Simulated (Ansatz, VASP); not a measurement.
**Two plane-wave programs on In**

```xyz
1
Lattice="-1.9072 1.9072 1.9072 1.9072 -1.9072 1.9072 1.9072 1.9072 -1.9072" Properties=species:S:1:pos:R:3 pbc="T T T"
In    0.0000    0.0000    0.0000
```

Alike in both runs: functional PBE; k mesh 15 × 15 × 15; occupations fermi-dirac, width 0.05 eV; no spin polarisation.

Ansatz relaxed the structure, and its values are those at the end. VASP's run is a single point on that final structure, the one shown.

```csv
,VASP,Ansatz
version,VASP 6.6.1,Ansatz 0.2.0
potentials or method,"VASP PAW PBE potentials, release 64 (In_d)","PAW with Ansatz's default frozen-core files, scalar-relativistic"
plane-wave cutoff (eV),520,420
valence electrons in the cell,13,13
```

```tsv
	VASP	Ansatz	Ansatz less VASP
pressure (GPa)	0.0	0.0	+0.04
```

With one functional, cell and mesh, what is left measures potentials, basis and numerics.
